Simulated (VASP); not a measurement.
# Bi2Se3 (R-3m) in VASP: single point with PBEsol

Aim: the single point of Bi2Se3 with PBEsol.

All numbers are computed with VASP 6.6.1; they aren't measurements. Logs are shortened: lines on timing, memory, paths and dates and some standing lists are left out, and cuts for length are marked.

**1. The cell of the first run**

It takes space group R-3m (No. 166, trigonal). The conventional cell has a = 3.924 Å, b = 3.924 Å, c = 27.904 Å, α = 90.00°, β = 90.00°, γ = 120.00°. Bi (site symmetry 3m) has 6 Se at 2.73 to 2.94 Å within 3.6 Å. Within 4.1 Å of Se (site symmetry -3m) lie 6 Bi at 2.94 Å and 12 Se at 3.92 to 4.08 Å. Within 3.6 Å of Se (site symmetry 3m) lie 3 Bi at 2.73 Å and 3 Se at 3.38 Å.

**2. Single point, PBEsol (strain -0.050 along x and y, -0.025 along z)**

Input file INCAR:

```
PREC     = Accurate       # precision mode
ENCUT    = 500            # plane-wave cutoff, eV
EDIFF    = 1E-6           # SCF threshold, eV
ISMEAR   = 0              # smearing method
SIGMA    = 0.03           # smearing width, eV
LREAL    = F              # projectors in reciprocal space
LASPH    = T              # aspherical terms in the spheres
NELM     = 120            # most SCF steps
ALGO     = Normal         # electronic algorithm
ISIF     = 2              # what is computed and relaxed
LWAVE    = F              # write WAVECAR
LCHARG   = F              # write CHGCAR
GGA      = PS             # functional
NBANDS   = 32             # bands
GGA_COMPAT= F
```

Input file KPOINTS:

```
regular mesh
0
Gamma
  12 12 12
```

Input file POSCAR:

```
Bi2Se3
1.0
    1.9619119265      1.1327103789      9.3014090326
   -1.9619119265      1.1327103789      9.3014090326
    0.0000000000     -2.2654207577      9.3014090326
Bi Se
2 3
Direct
    0.4002583896      0.4002583896      0.4002583896
    0.5997416104      0.5997416104      0.5997416104
    0.0000000000      0.0000000000      0.0000000000
    0.2116390873      0.2116390873      0.2116390873
    0.7883609127      0.7883609127      0.7883609127
```

Potentials or basis: VASP PAW PBE potentials, release 64 (Bi_d, Se).

Command:

```sh
$ cat potpaw_PBE.64/Bi_d/POTCAR potpaw_PBE.64/Se/POTCAR > POTCAR
$ mpirun -np 1 vasp_std > vasp.out
```

OUTCAR:

```text
PREC = Accurate
   ENCUT = 500
   EDIFF = 1E-6
   ISMEAR = 0
   LREAL = F
   LASPH = T
   NELM = 120
   ISIF = 2
   GGA = PS

 ion  position               nearest neighbor table
   1  0.400  0.400  0.400-   5 2.73   5 2.73   5 2.73   3 2.94   3 2.94   3 2.94
   2  0.600  0.600  0.600-   4 2.73   4 2.73   4 2.73   3 2.94   3 2.94   3 2.94
   3  0.000  0.000  0.000-   2 2.94   1 2.94   2 2.94   2 2.94   1 2.94   1 2.94
   4  0.212  0.212  0.212-   2 2.73   2 2.73   2 2.73
   5  0.788  0.788  0.788-   1 2.73   1 2.73   1 2.73

  LATTYP: Found a trigonal (rhomboedric) cell.
 ALAT       =     9.5733140135
 COS(alpha) =     0.9160028789

  Lattice vectors:

 A1 = (   1.9619119265,   1.1327103789,   9.3014090326)
 A2 = (  -1.9619119265,   1.1327103789,   9.3014090326)
 A3 = (   0.0000000000,  -2.2654207577,   9.3014090326)

Analysis of symmetry for initial positions (statically):
=====================================================================
 Subroutine PRICEL returns:
 Original cell was already a primitive cell.

 Routine SETGRP: Setting up the symmetry group for a
 trigonal (rhombohedral) supercell.

 Subroutine GETGRP returns: Found 12 space group operations
 (whereof 12 operations were pure point group operations)
 out of a pool of 12 trial point group operations.

The static configuration has the point symmetry D_3d.

Analysis of symmetry for dynamics (positions and initial velocities):
=====================================================================
 Subroutine PRICEL returns:
 Original cell was already a primitive cell.

 Routine SETGRP: Setting up the symmetry group for a
 trigonal (rhombohedral) supercell.

 Subroutine GETGRP returns: Found 12 space group operations
 (whereof 12 operations were pure point group operations)
 out of a pool of 12 trial point group operations.

The dynamic configuration has the point symmetry D_3d.

 Subroutine INISYM returns: Found 12 space group operations
 (whereof 12 operations are pure point group operations),
 and found     1 'primitive' translations

----------------------------------------------------------------------------------------

                                     Primitive cell

  volume of cell :     124.0219

  direct lattice vectors                    reciprocal lattice vectors
     1.961911927  1.132710379  9.301409033     0.254853438  0.147139701  0.035836864
    -1.961911927  1.132710379  9.301409033    -0.254853438  0.147139701  0.035836864
     0.000000000 -2.265420758  9.301409033     0.000000000 -0.294279402  0.035836864

  length of vectors
     9.573314014  9.573314014  9.573314014     0.296453449  0.296453449  0.296453449

  position of ions in fractional coordinates (direct lattice)
     0.400258390  0.400258390  0.400258390
     0.599741610  0.599741610  0.599741610
     0.000000000  0.000000000  0.000000000
     0.211639087  0.211639087  0.211639087
     0.788360913  0.788360913  0.788360913

  ion indices of the primitive-cell ions
   primitive index   ion index
                 1           1
                 2           2
                 3           3
                 4           4
                 5           5

----------------------------------------------------------------------------------------

 KPOINTS: regular mesh

Automatic generation of k-mesh.
 Grid dimensions read from file:
 generate k-points for:   12   12   12

 Generating k-lattice:

  Cartesian coordinates                     Fractional coordinates (reciprocal lattice)
     0.021237787  0.012261642  0.002986405     0.083333333  0.000000000  0.000000000
    -0.021237787  0.012261642  0.002986405     0.000000000  0.083333333  0.000000000
     0.000000000 -0.024523284  0.002986405    -0.000000000 -0.000000000  0.083333333

  Length of vectors
     0.024704454  0.024704454  0.024704454

  Shift w.r.t. Gamma in fractional coordinates (k-lattice)
     0.000000000  0.000000000  0.000000000

 Subroutine IBZKPT returns following result:
 ===========================================

 Found    189 irreducible k-points:

 Following reciprocal coordinates:
            Coordinates               Weight
  0.000000  0.000000  0.000000      1.000000
  0.083333  0.000000  0.000000      6.000000
  0.166667  0.000000  0.000000      6.000000
  0.250000  0.000000  0.000000      6.000000
  0.333333  0.000000  0.000000      6.000000
  0.416667  0.000000  0.000000      6.000000
[... 16 lines left out ...]
  0.500000  0.166667  0.000000     12.000000
 -0.416667  0.166667 -0.000000     12.000000
 [... further k-points ...]
   k-points           NKPTS =    189   k-points in BZ     NKDIM =    189   number of bands    NBANDS=     32
   number of dos      NEDOS =    301   number of ions     NIONS =      5
   total plane-waves  NPLWV = 343000
   dimension x,y,z NGX =    70 NGY =   70 NGZ =   70
   dimension x,y,z NGXF=   140 NGYF=  140 NGZF=  140
   ions per type =               2   3
   NGX,Y,Z   is equivalent  to a cutoff of  12.16, 12.16, 12.16 a.u.
   NGXF,Y,Z  is equivalent  to a cutoff of  24.31, 24.31, 24.31 a.u.
 SYSTEM =  unknown system
   PREC   = accura    normal or accurate (medium, high low for compatibility)
   ISTART =      0    job   : 0-new  1-cont  2-samecut
   ICHARG =      2    charge: 1-file 2-atom 10-const
   ISPIN  =      1    spin polarized calculation?
   LNONCOLLINEAR =      F non collinear calculations
   LSORBIT =      F    spin-orbit coupling
   LASPH  =      T    aspherical Exc in radial PAW
   ENCUT  =  500.0 eV  36.75 Ry    6.06 a.u.  17.45 17.45 17.45*2*pi/ulx,y,z
   NELM   =    120;   NELMIN=  2; NELMDL= -5     # of ELM steps
   EDIFF  = 0.1E-05   stopping-criterion for ELM
   LREAL  =      F    real-space projection
   EDIFFG = 0.1E-04   stopping-criterion for IOM
   NSW    =      0    number of steps for IOM
   IBRION =     -1    ionic relax: 0-MD 1-quasi-New 2-CG
   NFREE  =      0    steps in history (QN), initial steepest desc. (CG)
   ISIF   =      2    stress and relaxation
   ISYM   =      2    0-nonsym 1-usesym 2-fastsym
   POTIM  = 0.5000    time-step for ionic-motion
   TEBEG  =    0.0;   TEEND  =   0.0 temperature during run
   PSTRESS=    0.0 pullay stress
   NELECT =      48.0000    total number of electrons
   NUPDOWN=      -1.0000    fix difference up-down
   EMIN   =  10.00;   EMAX   =-10.00  energy-range for DOS
   EFERMI =   0.00;   METHOD = LEGACY
   ISMEAR =     0;   SIGMA  =   0.03  broadening in eV -4-tet -1-fermi 0-gaus
   EFERMI_NEDOS =   21; number of points for ismear=-14 and -15
   IALGO  =     38    algorithm
   IMIX   =      4    mixing-type and parameters
     AMIX     =   0.40;   BMIX     =  1.00
     AMIX_MAG =   1.60;   BMIX_MAG =  1.00
  volume/ion in A,a.u.               =      24.80       167.39
  Fermi-wavevector in a.u.,A,eV,Ry     =   1.193042  2.254523 19.365846  1.423350
  Thomas-Fermi vector in A             =   2.329066
   LORBIT       =      0    0 simple, 1 ext, 2 COOP (PROOUT), +10 PAW based schemes
   GGA     = PS    functional components
   LHFCALC =     F    Hartree Fock is set to
   AEXX    =    0.0000 exact exchange contribution
   IVDW    =     0    specifies the selected vdW correction
   LEPSILON=     F    determine dielectric tensor
   LRPA    =     F    only Hartree local field effects (RPA)
 non-spin polarized calculation
 Gauss-broadening in eV      SIGMA  =   0.03
  energy-cutoff  :      500.00
  volume of cell :      124.02
 maximum number of plane-waves:      3173
 NGX is ok and might be reduce to    70
   NGX = 35   NGY = 35   NGZ = 35

 number of electron      48.0000004 magnetization

 Free energy of the ion-electron system (eV)
  ---------------------------------------------------
  ext. energy  EPLUGINS =         0.00000000
  ---------------------------------------------------
  free energy    TOTEN  =       -21.51941255 eV

  energy without entropy =      -21.51940642  energy(sigma->0) =      -21.51940949

 E-fermi :   6.7457     XC(G=0): -10.3022

 val. band max:        6.7133220804   @ k =   0.0000   0.0000   0.0000
 cond. band min:       6.7779814027   @ k =   0.0000   0.0000   0.0000
 fundamental gap:      0.0646593223
 Fermi energy:         6.7456517453

 k-point     1 :       0.0000    0.0000    0.0000
  band No.  band energies     occupation
      1     -16.7068      2.00000
      2     -16.7068      2.00000
      3     -16.7028      2.00000
      4     -16.7028      2.00000
      5     -16.6774      2.00000
      6     -16.6728      2.00000
[... 24 lines left out ...]
     31      11.9268      0.00000
     32      13.3757      0.00000

 k-point     2 :       0.0833    0.0000    0.0000
  band No.  band energies     occupation
      1     -16.7092      2.00000
      2     -16.7048      2.00000
      3     -16.7038      2.00000
      4     -16.6999      2.00000
      5     -16.6754      2.00000
      6     -16.6708      2.00000
[... 24 lines left out ...]
     31      11.9086      0.00000
     32      12.4765      0.00000

 k-point     3 :       0.1667    0.0000    0.0000
  band No.  band energies     occupation
      1     -16.7166      2.00000
      2     -16.7109      2.00000
      3     -16.6963      2.00000
      4     -16.6925      2.00000
      5     -16.6719      2.00000
      6     -16.6666      2.00000
[... 24 lines left out ...]
     31      11.2064      0.00000
     32      12.2660      0.00000

 k-point     4 :       0.2500    0.0000    0.0000
  band No.  band energies     occupation
      1     -16.7280      2.00000
      2     -16.7202      2.00000
      3     -16.6885      2.00000
      4     -16.6844      2.00000
      5     -16.6760      2.00000
      6     -16.6687      2.00000
[... 654 lines left out ...]
     31      11.5156      0.00000
     32      12.1688      0.00000

 k-point    23 :       0.5000    0.1667    0.0000
  band No.  band energies     occupation
      1     -16.7391      2.00000
      2     -16.7298      2.00000
      3     -16.6937      2.00000
      4     -16.6841      2.00000
      5     -16.6775      2.00000
      6     -16.6714      2.00000
[... 24 lines left out ...]
     31      11.5038      0.00000
     32      12.1011      0.00000

 k-point    24 :      -0.4167    0.1667   -0.0000
  band No.  band energies     occupation
      1     -16.7413      2.00000
      2     -16.7312      2.00000
      3     -16.6946      2.00000
      4     -16.6837      2.00000
      5     -16.6784      2.00000
      6     -16.6721      2.00000
[... 24 lines left out ...]
     31      11.2495      0.00000
     32      12.1974      0.00000

 [... further k-points ...]

------------------------ aborting loop because EDIFF is reached ----------------------------------------

  FORCE on cell =-STRESS in cart. coord.  units (eV):
  Direction    XX          YY          ZZ          XY          YZ          ZX
  --------------------------------------------------------------------------------------
  -------------------------------------------------------------------------------------
  Total        8.7994126      8.7994126      7.9204220      0.0000000      0.0000000      0.0000000
  in kB      113.6752410    113.6752410    102.3199981      0.0000000      0.0000000      0.0000000
  external PRESSURE =     109.8901601 kB  Pullay stress =       0.0000000 kB

 VOLUME and BASIS-vectors are now :
 -----------------------------------------------------------------------------
  energy-cutoff  :      500.00
  volume of cell :      124.02
      direct lattice vectors                 reciprocal lattice vectors
     1.961911927  1.132710379  9.301409033     0.254853438  0.147139701  0.035836864
    -1.961911927  1.132710379  9.301409033    -0.254853438  0.147139701  0.035836864
     0.000000000 -2.265420758  9.301409033     0.000000000 -0.294279402  0.035836864

 POSITION                                       TOTAL-FORCE (eV/Angst)
 -----------------------------------------------------------------------------------
      0.00000      0.00000     11.16890         0.000000     -0.000000     -0.460235
      0.00000      0.00000     16.73533         0.000000      0.000000      0.460235
      0.00000      0.00000      0.00000         0.000000     -0.000000     -0.000000
      0.00000      0.00000      5.90563         0.000000     -0.000000     -1.145731
      0.00000      0.00000     21.99860         0.000000      0.000000      1.145731
 -----------------------------------------------------------------------------------
    total drift:                                0.000000      0.000000      0.000000

  FREE ENERGIE OF THE ION-ELECTRON SYSTEM (eV)
  ---------------------------------------------------
  free  energy   TOTEN  =       -21.5194125542 eV

  energy  without entropy=      -21.5194064213  energy(sigma->0) =      -21.51940949
```

Run time: 25 min. Hardware: 1 thread of Intel Xeon 6975P-C (Granite Rapids), shared host; peak memory 1.1 GiB.

What came out:

| Item | Value |
| --- | --- |
| Free energy | -21.5194 eV |
| Pressure | 11.0 GPa |
| Largest force | 1.146 eV/Å |
| Band gap on the k mesh | 0.06 eV |

Forces on the atoms (eV/Å):
```
Bi   0.000  0.000 -0.460
Bi   0.000  0.000  0.460
Se   0.000  0.000  0.000
Se   0.000  0.000 -1.146
Se   0.000  0.000  1.146
```

Stress tensor (GPa, compression positive):
```
11.37  0.00  0.00
 0.00 11.37  0.00
 0.00  0.00 10.23
```

Caveat: the cell differs from its parent crystal (strain -0.050 along x and y, -0.025 along z); the cell stands under pressure; the PAW data sets were made with another functional, which shifts forces and pressure a little; spin-orbit coupling is left out, which moves the levels of the heavy elements. A k mesh can miss the band edges.
